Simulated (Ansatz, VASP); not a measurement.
**CdF2: VASP beside Ansatz**

INCAR

```
SYSTEM = CdF2
PREC     = Accurate       ! precision mode
ENCUT    = 520            ! plane-wave cutoff, eV
EDIFF    = 1E-7           ! SCF threshold, eV
ISMEAR   = 0              ! smearing method
SIGMA    = 0.01           ! smearing width, eV
LREAL    = .False.        ! projectors in reciprocal space
LASPH    = .True.         ! aspherical terms in the spheres
NELM     = 60             ! most SCF steps
ALGO     = Normal         ! electronic algorithm
ISIF     = 2              ! what is computed and relaxed
LWAVE    = .False.        ! write WAVECAR
LCHARG   = .False.        ! write CHGCAR
GGA      = PS             ! functional
NBANDS   = 20             ! bands
```

Contents of KPOINTS:

```
regular mesh
0
Gamma
  8 8 8
  0 0 0
```

POSCAR

```
CdF2
1.0
    2.7092473824      2.7092473824      0.0000000000
   -2.7092473824      2.7092473824      0.0000000000
    0.0000000000      2.7092473824      2.7092473824
Cd F
1 2
Direct
    0.0000000000      0.0000000000      0.0000000000
    0.2500000000      0.7500000000      0.5000000000
    0.7500000000      0.2500000000      0.5000000000
```

Input for Ansatz:

```yaml
crystal:
  lattice:
    - [2.7092473824, 2.7092473824, 0.0]
    - [-2.7092473824, 2.7092473824, 0.0]
    - [0.0, 2.7092473824, 2.7092473824]
  atoms:
    - { symbol: Cd, position: [0.0, 0.0, 0.0] }
    - { symbol: F, position: [0.25, 0.75, 0.5] }
    - { symbol: F, position: [0.75, 0.25, 0.5] }
kpoints:
  mp_grid: { grid: [8, 8, 8] }
scf:
  occupations: { method: fixed }
  convergence: { dr2_threshold: 1.0e-10 }
hamiltonian:
  xc: pbesol
  pseudopotentials: { kind: all_electron, lapw: { basis_error: 0.0005 } }
output:
  forces: true
  stress: true
  eigenstates:
    kpoints:
      - [0.0, 0.0, 0.0]
      - [-0.75, 0.25, -0.25]
      - [-0.75, -0.25, -0.5]
      - [-0.5, -0.5, -0.75]
      - [-0.5, -0.5, -0.5]
      - [-0.5, 0.5, 0.0]
      - [0.0, 0.0, -0.5]
      - [0.0, -0.5, -0.5]
      - [0.0, 0.5, 0.0]
      - [-0.5, 0.0, 0.0]
      - [-0.5, 0.0, -0.5]
  eigenvalues: true
```

Alike in both runs: task single point; functional PBEsol; k mesh 8 × 8 × 8; no spin polarisation.

```csv
,VASP,Ansatz
version,VASP 6.6.1,Ansatz 0.2.0
potentials or method,"VASP PAW PBE potentials, release 64 (Cd, F), cutoff 520 eV","all-electron LAPW, scalar-relativistic"
occupations,"gaussian, width 0.01 eV",fixed
```

VASP gave:

```
gap on the k mesh at the Fermi level (eV) : 2.85
pressure (GPa)                            : -1.3
```

Estimate Ansatz's values.

gap on the k mesh at the Fermi level (eV): 2.87; pressure (GPa): -2.0.

VASP's potentials were made for PBE, not for PBEsol. Ansatz ran all-electron here, and VASP with PAW potentials.
